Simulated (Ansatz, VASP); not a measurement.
**In in VASP and in Ansatz**

File POSCAR:

```
In
1.0
   -1.6641605451      1.6641605451      2.3706050300
    1.6641605451     -1.6641605451      2.3706050300
    1.6641605451      1.6641605451     -2.3706050300
In
1
Direct
    0.0000000000      0.0000000000      0.0000000000
```

INCAR.step1

```
ALGO = Normal ; EDIFF = 1E-5
ENCUT = 550 ; GGA = PE
GGA_COMPAT = False ; ISMEAR = -1
LASPH = True ; LCHARG = False
LREAL = False ; LWAVE = True
NBANDS = 12 ; NELM = 120
PREC = Accurate ; SIGMA = 0.02
```

Contents of INCAR.step2:

```
ALGO = Normal ; EDIFF = 1E-6
ENCUT = 550 ; GGA_COMPAT = False
ISIF = 2 ; ISMEAR = -1
ISTART = 1 ; LASPH = True
LCHARG = False ; LMIXTAU = True
LREAL = False ; LWAVE = False
METAGGA = R2SCAN ; NBANDS = 12
NELM = 120 ; PREC = Accurate
SIGMA = 0.02
```

KPOINTS

```
k-points
0
Gamma
  10 10 10
```

Input for Ansatz:

```yaml
crystal:
  lattice:
    - [-1.6641605451, 1.6641605451, 2.37060503]
    - [1.6641605451, -1.6641605451, 2.37060503]
    - [1.6641605451, 1.6641605451, -2.37060503]
  atoms:
    - { symbol: In, position: [0.0, 0.0, 0.0] }
kpoints:
  mp_grid: { grid: [10, 10, 10] }
  band_path:
    path:
      - [0.0, 0.0, 0.0]
      - [0.0, 0.0, 0.5]
      - [0.25, 0.25, 0.25]
      - [0.0, 0.5, 0.0]
      - [0.5, 0.5, -0.5]
      - [0.3732003802, 0.6267996198, -0.3732003802]
      - [-0.3732003802, 0.3732003802, 0.3732003802]
      - [-0.2464007604, 0.2464007604, 0.5]
      - [0.5, 0.5, -0.2464007604]
      - [-0.0739202281, 0.0739202281, 0.5]
    npoints: 1
hamiltonian:
  xc: r2scan
scf:
  occupations: { method: fermi_dirac, width: 0.02 }
  n_extra_bands: 4
output:
  forces: true
  stress: true
  eigenvalues: true
```

Alike in both runs: task single point; functional r2SCAN; k mesh 10 × 10 × 10; occupations fermi-dirac, width 0.02 eV; no spin polarisation.

|  | VASP | Ansatz |
| --- | --- | --- |
| version | VASP 6.6.1 | Ansatz 0.2.0 |
| potentials or method | VASP PAW PBE potentials, release 64 (In_d) | plane waves, PAW |
| plane-wave cutoff (eV) | 550 | 500 |
| valence electrons in the cell | 13 | 13 |

|  | VASP | Ansatz | Ansatz less VASP |
| --- | --- | --- | --- |
| pressure (GPa) | 0.0 | 0.0 | -0.03 |

VASP's potentials were made for PBE, not for r2SCAN.
